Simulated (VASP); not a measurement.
Runs of VASP 6.6.1 on C. The structure is that of space group Fd-3m (No. 227), or close to it. The cells are those of the table. 

```csv
task,cell,k mesh,smearing,gap on the mesh (eV),pressure (GPa),relaxed volume (Å³/atom)
relaxation of cell and atoms,"relaxed from a = 2.517 Å, angles 60.0°, 2 atoms",10 × 10 × 10,gaussian 0.1 eV,4.20,-0.1,5.52
single point,"a = 2.497 Å, angles 60.0°, 2 atoms",12 × 12 × 12,gaussian 0.02 eV,4.20,0.9,-
relaxation of cell and atoms,"relaxed from a = 2.497 Å, angles 60.0°, 2 atoms",12 × 12 × 12,gaussian 0.02 eV,4.19,0.0,5.52
single point,"a = 2.517 Å, angles 60.0°, 2 atoms",8 × 8 × 8,gaussian 0.1 eV,4.11,(a),-
single point,"a = 2.497 Å, angles 60.0°, 2 atoms",10 × 10 × 10,gaussian 0.1 eV,4.20,0.9,-
```

Alike in all rows: level LDA; potentials or basis VASP PAW LDA potentials, release 64 (C); no spin polarisation; cutoff (eV) 600.

Task: Fill in the values left out.

Result: (a) -9.9.

Caveats: the cell stands under tension (at least some runs).

A k mesh can miss the band edges.
